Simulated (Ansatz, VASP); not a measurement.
**Two plane-wave programs on CaO**

```xyz
2
Lattice="0.9576 3.0096 3.0096 3.0096 0.9576 3.0096 3.0096 3.0096 0.9576" Properties=species:S:1:pos:R:3 pbc="T T T"
Ca    0.0000    0.0000    0.0000
O     3.4884    3.4884    3.4884
```

Alike in both runs: task single point; functional r2SCAN; k mesh 10 × 10 × 10; occupations gaussian, width 0.05 eV; no spin polarisation.

|  | VASP | Ansatz |
| --- | --- | --- |
| version | VASP 6.6.1 | Ansatz 0.2.0 |
| potentials or method | VASP PAW PBE potentials, release 64 (Ca_sv, O), cutoff 520 eV | scalar-relativistic, plane waves, PAW |
| valence electrons in the cell | 16 | 16 |

VASP gave:

- gap on the k mesh at the Fermi level (eV): none
- pressure (GPa): -6.2
- traceless stress, the component that is largest in VASP (GPa): -43.44

Problem. What did Ansatz give for the same quantities?

Solution. gap on the k mesh at the Fermi level (eV): none; pressure (GPa): -6.7; traceless stress, the component that is largest in VASP (GPa): -43.48.

VASP's potentials were made for PBE, not for r2SCAN. A gap of «none» marks a metal or a gap that the smearing closes. The functional is the same, so the differences come from potentials, cutoffs and numerics.
